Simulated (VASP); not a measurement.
Write the native input for VASP 6.6.1 that does the following.

| Property | Result |
| --- | --- |
| Task | single point |
| Functional | PBE |
| Potentials or basis | VASP PAW PBE potentials, release 64 (B, P) |
| Cutoff | 500 eV |
| k mesh | 6 × 6 × 6 |
| Occupations | gaussian, width 0.01 eV |
| Spin | no spin polarisation |
| Dipole correction | no |
| Further INCAR settings | ALGO = Normal; EDIFF = 1e-06; NBANDS = 11 |

The structure of BP lies in POSCAR:

```
BP
1.0
    0.0000000000      2.2988586873      2.2988586873
    2.2988586873      0.0000000000      2.2988586873
    2.2988586873      2.2988586873      0.0000000000
B P
1 1
Direct
    0.0000000000      0.0000000000      0.0000000000
    0.2500000000      0.2500000000      0.2500000000
```

These files were run (other wordings do the same):

INCAR

```
PREC = Accurate
ENCUT = 500
EDIFF = 1E-6
ISMEAR = 0
SIGMA = 0.01
LREAL = F
LASPH = T
NELM = 120
ALGO = Normal
ISIF = 2
LWAVE = F
LCHARG = T
GGA = PE
LELF = T
LVHAR = T
NBANDS = 11
GGA_COMPAT = F
```

KPOINTS

```
Automatic mesh
0
Gamma
  6 6 6
```

Potentials or basis: VASP PAW PBE potentials, release 64 (B, P).

Run with:

```bash
$ cat potpaw_PBE.64/B/POTCAR potpaw_PBE.64/P/POTCAR > POTCAR
$ mpirun -np 1 vasp_std > vasp.out
```

Results of the run:

```json
{
  "Pressure": "-5.0 GPa",
  "Band gap on the k mesh": "1.41 eV, indirect (least direct gap 3.34 eV)"
}
```

It used 3.9 s of CPU time on 1 thread of AMD EPYC 7R13 Processor (Zen 3), with other jobs on the host.
